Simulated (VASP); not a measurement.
## Al2Au: single point with PBE

Crystal: Al2Au.

```
CELL_PARAMETERS angstrom
0.00000 3.00000 3.00000
3.00000 0.00000 3.00000
3.00000 3.00000 0.00000
ATOMIC_POSITIONS crystal
Al 0.25000 0.25000 0.25000
Al 0.75000 0.75000 0.75000
Au 0.00000 0.00000 0.00000
```

```
Program                : VASP 6.6.1
Task                   : single point
Functional             : PBE
Potentials or basis    : VASP PAW PBE potentials, release 64 (Al, Au)
Cutoff                 : 520 eV
k mesh                 : 7 × 7 × 7
Occupations            : fermi-dirac, width 0.1 eV
Spin                   : no spin polarisation
Dipole correction      : no
Further INCAR settings : ALGO = Normal; EDIFF = 1e-06; NBANDS = 16
```

* Pressure: 3.2 GPa

Levels at points of the mesh, in eV from the Fermi level:
| k point | band 5 | band 6 | band 7 | band 8 | band 9 | band 10 | band 11 | band 12 | band 13 | band 14 |
| --- | --- | --- | --- | --- | --- | --- | --- | --- | --- | --- |
| (0.00, 0.00, 0.00) | -5.65 | -5.65 | 2.23 | 2.95 | 2.95 | 2.95 | 3.90 | 3.90 | 3.90 | 5.73 |

It took 14 s on 1 thread of Intel(R) Xeon(R) Platinum 8488C (Sapphire Rapids), on a shared host, peak memory 0.18 GiB.

Caveat: spin-orbit coupling is left out, which moves the levels of the heavy elements.
